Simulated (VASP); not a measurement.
# Ge (Immm) in VASP: notebook, part 2 of 2

VASP 6.6.1. The steps go on from the part before.

## Step 3: Single point, LDA (strain +0.0450 x Voigt [0, 0, 0, 0, 0, 1])

Contents of INCAR:

```
SYSTEM = Ge
PREC     = Accurate       ! precision mode
ENCUT    = 520            ! plane-wave cutoff, eV
EDIFF    = 1E-6           ! SCF threshold, eV
ISMEAR   = 0              ! smearing method
SIGMA    = 0.15           ! smearing width, eV
LREAL    = .False.        ! projectors in reciprocal space
LASPH    = .True.         ! aspherical terms in the spheres
NELM     = 100            ! most SCF steps
ALGO     = Normal         ! electronic algorithm
ISIF     = 2              ! what is computed and relaxed
LWAVE    = .False.        ! write WAVECAR
LCHARG   = .True.         ! write CHGCAR
GGA      = CA             ! functional
LELF     = .True.         ! ELF
LVHAR    = .True.       
NBANDS   = 13             ! bands
```

Contents of KPOINTS:

```
regular mesh
0
Gamma
  20 20 20
  0 0 0
```

Contents of POSCAR:

```
Ge
1.0
    0.0472131118      2.0983605250      2.0983605250
    2.0983605250      0.0472131118      2.0983605250
    2.1455736368      2.1455736368      0.0000000000
Ge
1
Direct
    0.0000000000      0.0000000000      0.0000000000
```

Potentials or basis: VASP PAW LDA potentials, release 64 (Ge_d).

Command:

```bash
> cat potpaw_LDA.64/Ge_d/POTCAR > POTCAR
> mpirun -np 1 vasp_std > vasp.out
```

OUTCAR:

```text
SYSTEM = Ge
   PREC = Accurate
   ENCUT = 520
   EDIFF = 1E-6
   ISMEAR = 0
   LREAL = .False.
   LASPH = .True.
   NELM = 100
   ISIF = 2
   GGA = CA

 ion  position               nearest neighbor table
   1  0.000  0.000  0.000-

  LATTYP: Found a body centered orthorhombic cell.
 ALAT       =     2.9007604902
 B/A-ratio  =     1.0460358056
 C/A-ratio  =     1.4467657927

  Lattice vectors:

 A1 = (   2.0983605250,   0.0472131118,  -2.0983605250)
 A2 = (  -2.0983605250,  -0.0472131118,  -2.0983605250)
 A3 = (   0.0472131118,   2.0983605250,   2.0983605250)

Analysis of symmetry for initial positions (statically):
=====================================================================
 Subroutine PRICEL returns:
 Original cell was already a primitive cell.

 Routine SETGRP: Setting up the symmetry group for a
 body centered orthorhombic supercell.

 Subroutine GETGRP returns: Found  8 space group operations
 (whereof  8 operations were pure point group operations)
 out of a pool of  8 trial point group operations.

The static configuration has the point symmetry D_2h.

Analysis of symmetry for dynamics (positions and initial velocities):
=====================================================================
 Subroutine PRICEL returns:
 Original cell was already a primitive cell.

 Routine SETGRP: Setting up the symmetry group for a
 body centered orthorhombic supercell.

 Subroutine GETGRP returns: Found  8 space group operations
 (whereof  8 operations were pure point group operations)
 out of a pool of  8 trial point group operations.

The dynamic configuration has the point symmetry D_2h.

 Subroutine INISYM returns: Found  8 space group operations
 (whereof  8 operations are pure point group operations),
 and found     1 'primitive' translations

----------------------------------------------------------------------------------------

                                     Primitive cell

  volume of cell :      18.4693

  direct lattice vectors                    reciprocal lattice vectors
     0.047213112  2.098360525  2.098360525    -0.243766000  0.243766000  0.238281265
     2.098360525  0.047213112  2.098360525     0.243766000 -0.243766000  0.238281265
     2.145573637  2.145573637  0.000000000     0.233037912  0.233037912 -0.238281265

  length of vectors
     2.967905467  2.967905467  3.034299336     0.419072412  0.419072412  0.406683289

  position of ions in fractional coordinates (direct lattice)
     0.000000000  0.000000000  0.000000000

  ion indices of the primitive-cell ions
   primitive index   ion index
                 1           1

----------------------------------------------------------------------------------------

 KPOINTS: regular mesh

Automatic generation of k-mesh.
 Grid dimensions read from file:
 generate k-points for:   20   20   20

 Generating k-lattice:

  Cartesian coordinates                     Fractional coordinates (reciprocal lattice)
    -0.012188300  0.012188300  0.011914063     0.050000000  0.000000000  0.000000000
     0.012188300 -0.012188300  0.011914063     0.000000000  0.050000000  0.000000000
     0.011651896  0.011651896 -0.011914063    -0.000000000 -0.000000000  0.050000000

  Length of vectors
     0.020953621  0.020953621  0.020334164

  Shift w.r.t. Gamma in fractional coordinates (k-lattice)
     0.000000000  0.000000000  0.000000000

 Subroutine IBZKPT returns following result:
 ===========================================

 Found   1166 irreducible k-points:

 Following reciprocal coordinates:
            Coordinates               Weight
  0.000000  0.000000  0.000000      1.000000
  0.050000  0.000000  0.000000      4.000000
  0.100000  0.000000  0.000000      4.000000
  0.150000  0.000000  0.000000      4.000000
  0.200000  0.000000  0.000000      4.000000
  0.250000  0.000000  0.000000      4.000000
[... 16 lines left out ...]
 -0.400000  0.050000  0.000000      4.000000
 -0.350000  0.050000  0.000000      4.000000
 [... further k-points ...]
   k-points           NKPTS =   1166   k-points in BZ     NKDIM =   1166   number of bands    NBANDS=     13
   number of dos      NEDOS =    301   number of ions     NIONS =      1
   total plane-waves  NPLWV =  13824
   dimension x,y,z NGX =    24 NGY =   24 NGZ =   24
   dimension x,y,z NGXF=    48 NGYF=   48 NGZF=   48
   ions per type =               1
   NGX,Y,Z   is equivalent  to a cutoff of  13.44, 13.44, 13.15 a.u.
   NGXF,Y,Z  is equivalent  to a cutoff of  26.89, 26.89, 26.30 a.u.
 SYSTEM =  Ge
   PREC   = accura    normal or accurate (medium, high low for compatibility)
   ISTART =      0    job   : 0-new  1-cont  2-samecut
   ICHARG =      2    charge: 1-file 2-atom 10-const
   ISPIN  =      1    spin polarized calculation?
   LNONCOLLINEAR =      F non collinear calculations
   LSORBIT =      F    spin-orbit coupling
   LASPH  =      T    aspherical Exc in radial PAW
   ENCUT  =  520.0 eV  38.22 Ry    6.18 a.u.   5.52  5.52  5.64*2*pi/ulx,y,z
   NELM   =    100;   NELMIN=  2; NELMDL= -5     # of ELM steps
   EDIFF  = 0.1E-05   stopping-criterion for ELM
   LREAL  =      F    real-space projection
   EDIFFG = 0.1E-04   stopping-criterion for IOM
   NSW    =      0    number of steps for IOM
   IBRION =     -1    ionic relax: 0-MD 1-quasi-New 2-CG
   NFREE  =      0    steps in history (QN), initial steepest desc. (CG)
   ISIF   =      2    stress and relaxation
   ISYM   =      2    0-nonsym 1-usesym 2-fastsym
   POTIM  = 0.5000    time-step for ionic-motion
   TEBEG  =    0.0;   TEEND  =   0.0 temperature during run
   PSTRESS=    0.0 pullay stress
   NELECT =      14.0000    total number of electrons
   NUPDOWN=      -1.0000    fix difference up-down
   EMIN   =  10.00;   EMAX   =-10.00  energy-range for DOS
   EFERMI =   0.00;   METHOD = LEGACY
   ISMEAR =     0;   SIGMA  =   0.15  broadening in eV -4-tet -1-fermi 0-gaus
   EFERMI_NEDOS =   21; number of points for ismear=-14 and -15
   IALGO  =     38    algorithm
   IMIX   =      4    mixing-type and parameters
     AMIX     =   0.40;   BMIX     =  1.00
     AMIX_MAG =   1.60;   BMIX_MAG =  1.00
  volume/ion in A,a.u.               =      18.47       124.64
  Fermi-wavevector in a.u.,A,eV,Ry     =   1.492682  2.820760 30.315146  2.228100
  Thomas-Fermi vector in A             =   2.605179
   LORBIT       =      0    0 simple, 1 ext, 2 COOP (PROOUT), +10 PAW based schemes
   GGA     = CA    functional components
   LHFCALC =     F    Hartree Fock is set to
   AEXX    =    0.0000 exact exchange contribution
   IVDW    =     0    specifies the selected vdW correction
   LEPSILON=     F    determine dielectric tensor
   LRPA    =     F    only Hartree local field effects (RPA)
 non-spin polarized calculation
 Gauss-broadening in eV      SIGMA  =   0.15
  energy-cutoff  :      520.00
  volume of cell :       18.47
 maximum number of plane-waves:       523
 NGX is ok and might be reduce to    24
   NGX = 11   NGY = 11   NGZ = 11

 number of electron      14.0000000 magnetization

 Free energy of the ion-electron system (eV)
  ---------------------------------------------------
  ext. energy  EPLUGINS =         0.00000000
  ---------------------------------------------------
  free energy    TOTEN  =        -4.87954203 eV

  energy without entropy =       -4.87405961  energy(sigma->0) =       -4.87680082

 E-fermi :   6.8318     XC(G=0): -11.6825

 val. band max:        6.8294904465   @ k =  -0.2500   0.1500   0.0000
 cond. band min:       6.8331625944   @ k =  -0.0500   0.1000   0.3000
 fundamental gap:      0.0036721480
 Fermi energy:         6.8318441805

 k-point     1 :       0.0000    0.0000    0.0000
  band No.  band energies     occupation
      1     -18.0659      2.00000
      2     -18.0614      2.00000
      3     -18.0476      2.00000
      4     -18.0035      2.00000
      5     -18.0025      2.00000
      6      -6.6048      2.00000
      7      15.2543      0.00000
      8      15.7347      0.00000
      9      16.4040      0.00000
     10      20.3365      0.00000
     11      20.8726      0.00000
     12      21.7817      0.00000
     13      22.1844      0.00000
[... 353 lines left out ...]
 k-point    24 :      -0.3500    0.0500    0.0000
  band No.  band energies     occupation
      1     -18.0586      2.00000
      2     -18.0545      2.00000
      3     -18.0387      2.00000
      4     -17.9752      2.00000
      5     -17.9566      2.00000
      6      -3.0400      2.00000
      7       4.2857      2.00000
      8      12.9940      0.00000
      9      13.7612      0.00000
     10      18.9930      0.00000
     11      19.5620      0.00000
     12      19.6417      0.00000
     13      22.9679      0.00000

 [... further k-points ...]
[... 5 lines left out ...]
  --------------------------------------------------------------------------------------
  -------------------------------------------------------------------------------------
  Total       -0.1329604     -0.1329604     -0.1000724     -0.0685212      0.0000000      0.0000000
  in kB      -11.5340713    -11.5340713     -8.6810948     -5.9440894      0.0000000      0.0000000
  external PRESSURE =     -10.5830791 kB  Pullay stress =       0.0000000 kB

 VOLUME and BASIS-vectors are now :
 -----------------------------------------------------------------------------
  energy-cutoff  :      520.00
  volume of cell :       18.47
      direct lattice vectors                 reciprocal lattice vectors
     0.047213112  2.098360525  2.098360525    -0.243766000  0.243766000  0.238281265
     2.098360525  0.047213112  2.098360525     0.243766000 -0.243766000  0.238281265
     2.145573637  2.145573637  0.000000000     0.233037912  0.233037912 -0.238281265

 POSITION                                       TOTAL-FORCE (eV/Angst)
 -----------------------------------------------------------------------------------
      0.00000      0.00000      0.00000         0.000000      0.000000     -0.000000
 -----------------------------------------------------------------------------------
    total drift:                               -0.000000      0.000000     -0.000000

  FREE ENERGIE OF THE ION-ELECTRON SYSTEM (eV)
  ---------------------------------------------------
  free  energy   TOTEN  =        -4.8795420305 eV

  energy  without entropy=       -4.8740596125  energy(sigma->0) =       -4.87680082
```

Run time: 1.8 min. Hardware: 1 thread of Intel Xeon Platinum 8259CL at 2.50GHz (Skylake/Cascade Lake), shared host; peak memory 0.35 GiB.

Results:

```
Free energy            : -4.8795 eV
Pressure               : -1.1 GPa
Band gap on the k mesh : zero (band 7 reaches 15.25 eV, above the bottom of band 8 at 4.31 eV)
```

Stress tensor (GPa, compression positive):
```
-1.15 -0.59  0.00
-0.59 -1.15  0.00
 0.00  0.00 -0.87
```

Caveat: the cell differs from its parent crystal (strain +0.0450 x Voigt [0, 0, 0, 0, 0, 1]).
